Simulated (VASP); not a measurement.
Crystal: FeGe.

```
Ge Fe
1.0
     4.66349    0.00000    0.00000
     0.00000    4.66349    0.00000
     0.00000    0.00000    4.66349
Ge Fe
4 4
Direct
  0.84200 0.84200 0.84200
  0.65800 0.15800 0.34200
  0.34200 0.65800 0.15800
  0.15800 0.34200 0.65800
  0.13500 0.13500 0.13500
  0.36500 0.86500 0.63500
  0.63500 0.36500 0.86500
  0.86500 0.63500 0.36500
```

Base run:

```yaml
Program: VASP 6.6.1
Functional: PBE
Potentials_or_basis: VASP PAW PBE potentials, release 64 (Ge_d, Fe)
Cutoff: 520 eV
k_mesh: 4 × 4 × 4
Occupations: gaussian, width 0.0321 eV
Spin: no spin polarisation
```

Its results: band gap on the k mesh 0.10 eV, indirect (least direct gap 0.11 eV); pressure -3.0 GPa; largest force 0.397 eV/Å.

Problem. The run is repeated on the same cell with these changes: further incar settings from ALGO = Normal; EDIFF = 1e-06; NBANDS = 54 to ALGO = Normal; EDIFF = 1e-07; NBANDS = 54; hubbard terms from none to Fe d U = 8.0 eV. What comes out?

Solution. Band gap on the k mesh 1.10 eV, indirect (least direct gap 1.32 eV); pressure 5.3 GPa; largest force 0.890 eV/Å.

Caveats: the U is typed as a test and isn't derived for this compound (some runs).

A k mesh can miss the band edges.
